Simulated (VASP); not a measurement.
Ti5Al15H (a cell with a defect), 21 atoms in the cell. The cell holds a defect, 21 atoms: a = 7.454 Å, b = 7.454 Å, c = 7.454 Å, α = 109.32°, β = 109.55°, γ = 109.55°. 

| Quantity | Value |
| --- | --- |
| Program | VASP 6.6.1 |
| Task | single point |
| Functional | PBE |
| Potentials or basis | VASP PAW PBE potentials, release 64 (Ti_sv, Al, H) |
| Cutoff | 520 eV |
| k mesh | 4 × 4 × 4, shifted |
| Occupations | gaussian, width 0.1 eV |
| Spin | no spin polarisation |
| Dipole correction | no |
| Further INCAR settings | LREAL = Auto; ALGO = Normal; EDIFF = 1e-07; NBANDS = 69 |

Potentials or basis: VASP PAW PBE potentials, release 64 (Ti_sv, Al, H).

Run with:

```bash
$ cat potpaw_PBE.64/Ti_sv/POTCAR potpaw_PBE.64/Al/POTCAR potpaw_PBE.64/H/POTCAR > POTCAR
$ mpirun -np 1 vasp_std > vasp.out
```

Hardware: 1 thread of AMD EPYC 9R45 96-Core Processor (Zen 5), on a shared host.

Question: Estimate the wall time of this run.

Answer: Run time: 18 min on 1 thread of AMD EPYC 9R45 96-Core Processor (Zen 5) (shared host), peak memory 0.65 GiB. Counts: scf iterations 20, k points 32.
